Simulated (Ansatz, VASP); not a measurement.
## Cu2H3 in VASP and in Ansatz

```
Cu H
1.0
     4.09110    0.00000    0.00000
    -2.04555    3.54300    0.00000
     0.00000    0.00000    3.17232
Cu H
2 3
Cartesian
  0.0000 2.3620 1.5862
  2.0456 1.1810 1.5862
  0.0000 2.3620 0.0000
  2.0456 1.1810 0.0000
  0.0000 0.0000 1.5862
```

Alike in both runs: functional PBE; k mesh 12 × 12 × 12; occupations gaussian, width 0.1 eV; no spin polarisation.

Ansatz relaxed the structure, and its values are those at the end. VASP's run is a single point on that final structure, the one shown.

```csv
,VASP,Ansatz
version,VASP 6.6.1,Ansatz 0.2.0
potentials or method,"VASP PAW PBE potentials, release 64 (Cu, H), cutoff 520 eV","scalar-relativistic, plane waves, PAW"
valence electrons in the cell,25,41
```

Ansatz gave:

| Property | Result |
| --- | --- |
| gap on the k mesh at the Fermi level (eV) | none |
| pressure (GPa) | 0.0 |

Task: Which values does VASP return?

Result: gap on the k mesh at the Fermi level (eV): none; pressure (GPa): 0.1.

A gap of «none» marks a metal or a gap that the smearing closes. VASP's potentials hold 25 valence electrons a cell and Ansatz's 41, so a difference there can come from the potentials and not from the codes.
